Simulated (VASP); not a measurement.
Here is a VASP 6.6.1 calculation.

File INCAR:

```
PREC = Accurate
ENCUT = 520
EDIFF = 1E-7
ISMEAR = 0
SIGMA = 0.1
LREAL = F
LASPH = T
NELM = 80
ALGO = Normal
ISIF = 2
LWAVE = F
LCHARG = T
GGA = PE
LELF = T
LVHAR = T
NBANDS = 45
```

File KPOINTS:

```
regular mesh
0
Gamma
  3 3 4
```

File POSCAR:

```
Ta2Ru
1.0
    7.3979416281      0.0000000036      0.0000000000
   -3.6989708172      6.4068053839      0.0000000000
    0.0000000000      0.0000000000      2.8349174649
Ta Ru
4 2
Direct
    0.6512362522      0.0000000000      0.5000000000
    0.0000000000      0.6512362522      0.5000000000
    0.3487637478      0.3487637478      0.5000000000
    0.0000000000      0.0000000000      0.5000000000
    0.3333333333      0.6666666667      0.5000000000
    0.6666666667      0.3333333333      0.5000000000
```

Potentials or basis: VASP PAW PBE potentials, release 64 (Ta_pv, Ru_pv).

Launch:

```sh
$ cat potpaw_PBE.64/Ta_pv/POTCAR potpaw_PBE.64/Ru_pv/POTCAR > POTCAR
$ mpirun -np 1 vasp_std > vasp.out
```

(1) What does it give for the pressure?

(2) Estimate the largest force.

(3) Estimate the band gap on the k mesh.

## Answers

(1) 0.3 GPa.

(2) 0.026 eV/Å.

(3) zero (bands 36 and 37 overlap by 0.40 eV).

Caveat: the k points lie up to 0.55 Å⁻¹ apart; spin-orbit coupling is left out, which moves the levels of the heavy elements.
